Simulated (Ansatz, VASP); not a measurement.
This is a calculation of Ga3Sb for Ansatz 0.2.0.

input.yaml

```yaml
crystal:
  lattice:
    - [-2.1872075078, 2.1872075078, 4.8231291313]
    - [2.1872075078, -2.1872075078, 4.8231291313]
    - [2.1872075078, 2.1872075078, -4.8231291313]
  atoms:
    - { symbol: Sb, position: [0.0, 0.0, 0.0] }
    - { symbol: Ga, position: [0.5, 0.5, 0.0] }
    - { symbol: Ga, position: [0.25, 0.75, 0.5] }
    - { symbol: Ga, position: [0.75, 0.25, 0.5] }
hamiltonian:
  xc: pbe
  pseudopotentials: { kind: paw }
kpoints:
  mp_grid: { grid: [9, 9, 9] }
scf:
  occupations: { method: fermi_dirac, width: 0.05 }
output:
  forces: true
  stress: true
  eigenvalues: true
```

Potentials or basis: Ansatz PAW.

The run is started by

```sh
$ ansatz run input.yaml --threads 2 --pin off --max-ram 5120MiB --backend cpu --events-out ev --progress --plain --runs-dir out
```

**Question.** Translate it to VASP 6.6.1. Potentials there: VASP PAW PBE potentials, release 64 (Sb, Ga_d).

**Answer.** As run (the cutoff follows the program's own potentials):

INCAR

```
PREC = Accurate
ENCUT = 520
EDIFF = 1E-6
ISMEAR = -1
SIGMA = 0.05
LREAL = False
LASPH = True
NELM = 60
ALGO = Fast
ISIF = 2
LWAVE = False
LCHARG = False
GGA = PE
NBANDS = 30
```

File KPOINTS:

```
Automatic mesh
0
Gamma
  9 9 9
```

POSCAR

```
Ga3Sb
1.0
   -2.1872075078      2.1872075078      4.8231291313
    2.1872075078     -2.1872075078      4.8231291313
    2.1872075078      2.1872075078     -4.8231291313
Sb Ga
1 3
Direct
    0.0000000000      0.0000000000      0.0000000000
    0.5000000000      0.5000000000      0.0000000000
    0.2500000000      0.7500000000      0.5000000000
    0.7500000000      0.2500000000      0.5000000000
```

Potentials or basis: VASP PAW PBE potentials, release 64 (Sb, Ga_d).

The run is started by

```bash
$ cat potpaw_PBE.64/Sb/POTCAR potpaw_PBE.64/Ga_d/POTCAR > POTCAR
$ mpirun -np 1 vasp_std > vasp.out
```

Both were run:

|  | VASP | Ansatz | Ansatz less VASP |
| --- | --- | --- | --- |
| gap on the k mesh at the Fermi level (eV) | none | none | - |
| pressure (GPa) | -2.1 | -2.1 | -0.01 |
| traceless stress, the component that is largest in VASP (GPa) | 0.27 | 0.27 | +0.002 |

A gap of «none» marks a metal or a gap that the smearing closes. The functional is the same, so the differences come from potentials, cutoffs and numerics. VASP's potentials hold 44 valence electrons a cell and Ansatz's 54, so a difference there can come from the potentials and not from the codes.

Neither program's run includes spin-orbit coupling.
